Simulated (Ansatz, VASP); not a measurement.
## Two plane-wave programs on BeTe

File POSCAR:

```
BeTe
1.0
    0.0000000000      2.8023799443      2.8023799443
    2.8023799443      0.0000000000      2.8023799443
    2.8023799443      2.8023799443      0.0000000000
Be Te
1 1
Direct
    0.0000000000      0.0000000000      0.0000000000
    0.2500000000      0.2500000000      0.2500000000
```

INCAR.step1

```
SYSTEM = BeTe
ALGO     = Normal         ! electronic algorithm
EDIFF    = 1E-5           ! SCF threshold, eV
ENCUT    = 600            ! plane-wave cutoff, eV
GGA      = PE             ! functional
ISMEAR   = 0              ! smearing method
LASPH    = .True.         ! aspherical terms in the spheres
LCHARG   = .False.        ! write CHGCAR
LREAL    = .False.        ! projectors in reciprocal space
LWAVE    = .True.         ! write WAVECAR
NBANDS   = 11             ! bands
NELM     = 100            ! most SCF steps
PREC     = Accurate       ! precision mode
SIGMA    = 0.02           ! smearing width, eV
```

INCAR.step2

```
SYSTEM = BeTe
ALGO     = Normal         ! electronic algorithm
EDIFF    = 1E-7           ! SCF threshold, eV
EDIFFG   = -0.003         ! ionic threshold
ENCUT    = 600            ! plane-wave cutoff, eV
GGA      = PE             ! functional
HFSCREEN = 0.2079         ! screening, 1/A
IBRION   = 2              ! ionic algorithm
ISIF     = 3              ! what is computed and relaxed
ISMEAR   = 0              ! smearing method
ISTART   = 1            
LASPH    = .True.         ! aspherical terms in the spheres
LCHARG   = .False.        ! write CHGCAR
LHFCALC  = .True.         ! exact exchange
LREAL    = .False.        ! projectors in reciprocal space
LWAVE    = .False.        ! write WAVECAR
NELM     = 100            ! most SCF steps
NSW      = 50             ! ionic steps
PREC     = Accurate       ! precision mode
PRECFOCK = Normal       
SIGMA    = 0.02           ! smearing width, eV
```

File KPOINTS:

```
k-points
0
Gamma
  6 6 6
  0 0 0
```

Input for Ansatz:

```yaml
crystal:
  lattice:
    - [0.0, 2.8023799443, 2.8023799443]
    - [2.8023799443, 0.0, 2.8023799443]
    - [2.8023799443, 2.8023799443, 0.0]
  atoms:
    - { symbol: Be, position: [0.0, 0.0, 0.0] }
    - { symbol: Te, position: [0.25, 0.25, 0.25] }
basis:
  ecutwfc: 420
kpoints:
  mp_grid: { grid: [6, 6, 6] }
hamiltonian:
  xc: hse06
scf:
  occupations: { method: gaussian, width: 0.02 }
output:
  forces: true
  stress: true
  eigenvalues: true
relax:
  adjacent_minimum: "off"
  f_tol: 0.003
  max_steps: 30
  cell: { stress_tol: 0.03 }
```

Alike in both runs: task relaxation of cell and atoms; functional HSE06; k mesh 6 × 6 × 6; occupations gaussian, width 0.02 eV; no spin polarisation.

|  | VASP | Ansatz |
| --- | --- | --- |
| version | VASP 6.6.1 | Ansatz 0.2.0 |
| potentials or method | VASP PAW PBE potentials, release 64 (Be, Te), cutoff 600 eV | scalar-relativistic, plane waves, PAW |
| valence electrons in the cell | 8 | 18 |

Ansatz gave:

* gap on the k mesh at the Fermi level, each at its own relaxed structure (eV): 2.66
* relaxed volume (Å³/atom): 22.32
* relaxed cell length with the largest relative difference (Å): 3.982

Task: Estimate VASP's values.

Result: gap on the k mesh at the Fermi level, each at its own relaxed structure (eV): 2.63; relaxed volume (Å³/atom): 22.28; relaxed cell length with the largest relative difference (Å): 3.979.

VASP's potentials hold 8 valence electrons a cell and Ansatz's 18, so a difference there can come from the potentials and not from the codes.

Spin-orbit coupling is off throughout.
